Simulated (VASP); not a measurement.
Here is a VASP 6.6.1 calculation.

Contents of INCAR:

```
PREC = Accurate
ENCUT = 520
EDIFF = 1E-6
ISMEAR = 0
SIGMA = 0.01
LREAL = False
LASPH = True
NELM = 150
ALGO = Normal
ISIF = 2
LWAVE = False
LCHARG = False
LMAXMIX = 4
LDAU = True
LDAUTYPE = 2
LDAUL = -1 2 -1
LDAUU = 0 6 0
LDAUJ = 0 0 0
LDAUPRINT = 1
GGA = PE
NBANDS = 28
```

Contents of KPOINTS:

```
Automatic mesh
0
Gamma
  6 6 6
```

POSCAR

```
BaTiO3
1.0
    3.9998000000      0.0000000000      0.0000000000
    0.0000000000      3.9998000000      0.0000000000
    0.0000000000      0.0000000000      4.0180000000
Ba Ti O
1 1 3
Direct
    0.0000000000      0.0000000000      0.0000000000
    0.5000000000      0.5000000000      0.4900000000
    0.5000000000      0.5000000000      0.0190000000
    0.5000000000      0.0000000000      0.5170000000
    0.0000000000      0.5000000000      0.5170000000
```

Potentials or basis: VASP PAW PBE potentials, release 64 (Ba_sv, Ti_sv, O).

Run with:

```bash
$ cat potpaw_PBE.64/Ba_sv/POTCAR potpaw_PBE.64/Ti_sv/POTCAR potpaw_PBE.64/O/POTCAR > POTCAR
$ mpirun -np 1 vasp_std > vasp.out
```

(1) Estimate the largest force.

(2) What does it give for the band gap on the k mesh?

(3) Estimate the pressure.

## Answers

(1) 0.768 eV/Å.

(2) 2.52 eV, indirect (least direct gap 2.84 eV).

(3) 9.1 GPa.

Caveat: spin-orbit coupling is left out, which moves the levels of the heavy elements.
